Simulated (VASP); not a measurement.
# LaAgS2 (R-3m) in VASP: further runs

The runs below take LaAgS2 through relaxation of cell and atoms, single point, with PBE, r2SCAN.

Everything below comes from runs of VASP 6.6.1. Logs are shortened: lines on timing, memory, paths and dates and some standing lists are left out, and cuts for length are marked.

## Step 1: The cell of the first run

The structure is trigonal, space group R-3m (No. 166). Conventional cell: a = 4.107 Å, b = 4.107 Å, c = 20.120 Å, α = 90.00°, β = 90.00°, γ = 120.00°. Within 3.8 Å of Ag (site symmetry -3m) lie 6 S at 2.90 Å. La (site symmetry -3m) has 6 S at 2.90 Å within 3.8 Å. Within 3.8 Å of S (site symmetry 3m) lie 3 Ag at 2.90 Å and 3 La at 2.90 Å.

## Step 2: Relaxation of cell and atoms, PBE

The input, INCAR:

```
SYSTEM = LaAgS2
PREC = Accurate
ENCUT = 600
EDIFF = 1E-6
ISMEAR = -1
SIGMA = 0.02
LREAL = .FALSE.
LASPH = .TRUE.
NELM = 60
ALGO = Normal
ISIF = 3
LWAVE = .FALSE.
LCHARG = .FALSE.
GGA = PE
IBRION = 2
NSW = 80
EDIFFG = -0.005
```

The input, KPOINTS:

```
regular mesh
0
G
  6 6 6
  0 0 0
```

The input, POSCAR:

```
LaAgS2
1.0
    2.0535374411      1.1856103944      6.7068251978
   -2.0535374411      1.1856103944      6.7068251978
    0.0000000000     -2.3712207888      6.7068251978
Ag La S
1 1 2
Direct
    1.0000000000      0.0000000000      0.0000000000
    0.5000000000      0.5000000000      0.5000000000
    0.2500000000      0.2500000000      0.2500000000
    0.7500000000      0.7500000000      0.7500000000
```

Potentials or basis: VASP PAW PBE potentials, release 64 (Ag, La, S).

Launch:

```bash
$ cat potpaw_PBE.64/Ag/POTCAR potpaw_PBE.64/La/POTCAR potpaw_PBE.64/S/POTCAR > POTCAR
$ mpirun -np 1 vasp_std > vasp.out
```

OUTCAR:

```text
SYSTEM = LaAgS2
   PREC = Accurate
   ENCUT = 600
   EDIFF = 1E-6
   ISMEAR = -1
   LREAL = .FALSE.
   LASPH = .TRUE.
   NELM = 60
   ISIF = 3
   GGA = PE
   IBRION = 2
   NSW = 80
   EDIFFG = -0.005

 ion  position               nearest neighbor table
   1  0.000  0.000  0.000-   4 2.90   3 2.90   4 2.90   4 2.90   3 2.90   3 2.90
   2  0.500  0.500  0.500-   3 2.90   4 2.90   3 2.90   3 2.90   4 2.90   4 2.90
   3  0.250  0.250  0.250-   1 2.90   2 2.90   1 2.90   1 2.90   2 2.90   2 2.90
   4  0.750  0.750  0.750-   2 2.90   1 2.90   2 2.90   2 2.90   1 2.90   1 2.90

  LATTYP: Found a trigonal (rhomboedric) cell.
 ALAT       =     7.1136623664
 COS(alpha) =     0.8333333333

  Lattice vectors:

 A1 = (   2.0535374411,   1.1856103944,   6.7068251978)
 A2 = (  -2.0535374411,   1.1856103944,   6.7068251978)
 A3 = (   0.0000000000,  -2.3712207888,   6.7068251978)

Analysis of symmetry for initial positions (statically):
=====================================================================
 Subroutine PRICEL returns:
 Original cell was already a primitive cell.

 Routine SETGRP: Setting up the symmetry group for a
 trigonal (rhombohedral) supercell.

 Subroutine GETGRP returns: Found 12 space group operations
 (whereof 12 operations were pure point group operations)
 out of a pool of 12 trial point group operations.

The static configuration has the point symmetry D_3d.

Analysis of symmetry for dynamics (positions and initial velocities):
=====================================================================
 Subroutine PRICEL returns:
 Original cell was already a primitive cell.

 Routine SETGRP: Setting up the symmetry group for a
 trigonal (rhombohedral) supercell.

 Subroutine GETGRP returns: Found 12 space group operations
 (whereof 12 operations were pure point group operations)
 out of a pool of 12 trial point group operations.

The dynamic configuration has the point symmetry D_3d.

 Subroutine INISYM returns: Found 12 space group operations
 (whereof 12 operations are pure point group operations),
 and found     1 'primitive' translations

----------------------------------------------------------------------------------------

                                     Primitive cell

  volume of cell :      97.9745

  direct lattice vectors                    reciprocal lattice vectors
     2.053537441  1.185610394  6.706825198     0.243482291  0.140574566  0.049700614
    -2.053537441  1.185610394  6.706825198    -0.243482291  0.140574566  0.049700614
     0.000000000 -2.371220789  6.706825198     0.000000000 -0.281149132  0.049700614

  length of vectors
[... 103 lines left out ...]
   IALGO  =     38    algorithm
   IMIX   =      4    mixing-type and parameters
     AMIX     =   0.40;   BMIX     =  1.00
     AMIX_MAG =   1.60;   BMIX_MAG =  1.00
  volume/ion in A,a.u.               =      24.49       165.29
  Fermi-wavevector in a.u.,A,eV,Ry     =   1.150439  2.174014 18.007439  1.323509
  Thomas-Fermi vector in A             =   2.287103
   LORBIT       =      0    0 simple, 1 ext, 2 COOP (PROOUT), +10 PAW based schemes
   GGA     = PE    functional components
   LHFCALC =     F    Hartree Fock is set to
   AEXX    =    0.0000 exact exchange contribution
   IVDW    =     0    specifies the selected vdW correction
   LEPSILON=     F    determine dielectric tensor
   LRPA    =     F    only Hartree local field effects (RPA)
 conjugate gradient relaxation of ions
 non-spin polarized calculation
  energy-cutoff  :      600.00
  volume of cell :       97.97
 maximum number of plane-waves:      3292
 NGX is ok and might be reduce to    60
   NGX = 29   NGY = 29   NGZ = 29

--------------------------------------- Ionic step        1  -------------------------------------------

 number of electron      34.0000000 magnetization

 Free energy of the ion-electron system (eV)
  ---------------------------------------------------
  ext. energy  EPLUGINS =         0.00000000
  ---------------------------------------------------
  free energy    TOTEN  =       -20.98515100 eV

  energy without entropy =      -20.98515100  energy(sigma->0) =      -20.98515100

------------------------ aborting loop because EDIFF is reached ----------------------------------------

  FORCE on cell =-STRESS in cart. coord.  units (eV):
  Direction    XX          YY          ZZ          XY          YZ          ZX
  --------------------------------------------------------------------------------------
  -------------------------------------------------------------------------------------
  Total        0.7853861      0.7853861     -3.0984774      0.0000000     -0.0000000      0.0000000
  in kB       12.8434276     12.8434276    -50.6694348      0.0000000     -0.0000000      0.0000000
  external PRESSURE =      -8.3275265 kB  Pullay stress =       0.0000000 kB
[... 95 lines left out ...]
  FREE ENERGIE OF THE ION-ELECTRON SYSTEM (eV)
  ---------------------------------------------------
  free  energy   TOTEN  =       -21.1585231022 eV

  energy  without entropy=      -21.1585231022  energy(sigma->0) =      -21.15852310

 E-fermi :   6.0622     XC(G=0):  -9.9717

 val. band max:        5.5466311792   @ k =   0.3333   0.3333   0.0000
 cond. band min:       7.9350360896   @ k =   0.0000   0.0000   0.0000
 fundamental gap:      2.3884049104
 Fermi energy:         6.0622354699

 k-point     1 :       0.0000    0.0000    0.0000
  band No.  band energies     occupation
      1     -26.0009      2.00000
      2     -10.1121      2.00000
      3      -9.6137      2.00000
      4      -9.6137      2.00000
      5      -6.2912      2.00000
      6      -4.9816      2.00000
[... 565 lines left out ...]
     20       8.7230      0.00000
     21       8.7287      0.00000

 [... further k-points ...]

[... ionic steps 4 to 9 ...]

--------------------------------------- Ionic step       10  -------------------------------------------

 number of electron      33.9999999 magnetization

------------------------ aborting loop because EDIFF is reached ----------------------------------------
[... 71 lines left out ...]
--------------------------------------- Ionic step       12  -------------------------------------------

 number of electron      33.9999999 magnetization

 Free energy of the ion-electron system (eV)
  ---------------------------------------------------
  ext. energy  EPLUGINS =         0.00000000
  ---------------------------------------------------
  free energy    TOTEN  =       -21.19220632 eV

  energy without entropy =      -21.19220632  energy(sigma->0) =      -21.19220632

 E-fermi :   6.1451     XC(G=0): -10.0158

 val. band max:        5.6571377884   @ k =   0.3333   0.3333   0.0000
 cond. band min:       8.0288646289   @ k =   0.3333   0.3333   0.0000
 fundamental gap:      2.3717268405
 Fermi energy:         6.1450690812

 k-point     1 :       0.0000    0.0000    0.0000
  band No.  band energies     occupation
      1     -25.9197      2.00000
      2     -10.0277      2.00000
      3      -9.5276      2.00000
      4      -9.5276      2.00000
      5      -6.2276      2.00000
      6      -4.8896      2.00000
[... 598 lines left out ...]
  FREE ENERGIE OF THE ION-ELECTRON SYSTEM (eV)
  ---------------------------------------------------
  free  energy   TOTEN  =       -21.1922063234 eV

  energy  without entropy=      -21.1922063234  energy(sigma->0) =      -21.19220632

 reached required accuracy - stopping structural energy minimisation
```

CONTCAR:

```text
LaAgS2
   1.00000000000000
     2.1343208987207634    1.2322507454022189    5.9184950222492816
    -2.1343208987207634    1.2322507454022189    5.9184950222492816
     0.0000000000000000   -2.4645014908044378    5.9184950222492816
  Ag              La              S
     1     1     2
Direct
     0.0000000000000000    0.0000000000000000    0.0000000000000000
     0.5000000000000000    0.5000000000000000    0.5000000000000000
     0.2514451583984584    0.2514451583984584    0.2514451583984584
     0.7485548416015415    0.7485548416015415    0.7485548416015415

  0.00000000E+00  0.00000000E+00  0.00000000E+00
  0.00000000E+00  0.00000000E+00  0.00000000E+00
  0.00000000E+00  0.00000000E+00  0.00000000E+00
  0.00000000E+00  0.00000000E+00  0.00000000E+00
```

Wall time 14 min (1 thread of Intel Xeon 6975P-C (Granite Rapids), shared host); peak memory 0.61 GiB.

Results:

* Free energy: -21.1922 eV
* Relaxed volume: 23.35 Å³/atom
* Relaxed cell: a = 6.411 Å, b = 6.411 Å, c = 6.411 Å, α = 38.89°, β = 38.89°, γ = 38.89°
* Space group after relaxing (to 0.1 Å): R-3m (No. 166)
* Energy gained by relaxing: 51.8 meV/atom
* Ionic steps: 12
* Pressure after relaxing: 0.0 GPa
* Largest force after relaxing: 0.004 eV/Å
* Band gap on the k mesh: 2.37 eV

Forces on the atoms (eV/Å):
```
Ag   0.000  0.000  0.000
La   0.000  0.000  0.000
S    0.000  0.000 -0.004
S    0.000  0.000  0.004
```

Step by step:
```
step  energy change (eV)  largest force (eV/Å)  pressure (GPa)  volume (Å³)
   1              0.0000                0.1557           -0.83        97.97
   2             -0.1081                0.0459            0.05        96.11
   3             -0.1734                0.2630            1.19        93.68
   4             -0.1797                0.3483            1.73        92.58
   5             -0.1892                0.0568           -1.64        96.20
   6             -0.2000                0.1742           -0.33        94.64
   7             -0.2042                0.1144           -0.20        94.16
   8             -0.2070                0.0092            0.02        93.34
   9             -0.2070                0.0056            0.03        93.31
  10             -0.2070                0.0034           -0.02        93.40
  11             -0.2070                0.0048           -0.02        93.40
  12             -0.2071                0.0045           -0.01        93.39
```

Final structure:
```yaml
crystal:
  lattice:
    - [2.13432, 1.23225, 5.91850]
    - [-2.13432, 1.23225, 5.91850]
    - [0.00000, -2.46450, 5.91850]
  atoms:
    - { symbol: Ag, position: [0.00000, 0.00000, 0.00000] }
    - { symbol: La, position: [0.50000, 0.50000, 0.50000] }
    - { symbol: S, position: [0.25145, 0.25145, 0.25145] }
    - { symbol: S, position: [0.74855, 0.74855, 0.74855] }
```

Caveat: spin-orbit coupling is left out, which moves the levels of the heavy elements.

(Continued in part 2 of 2.)
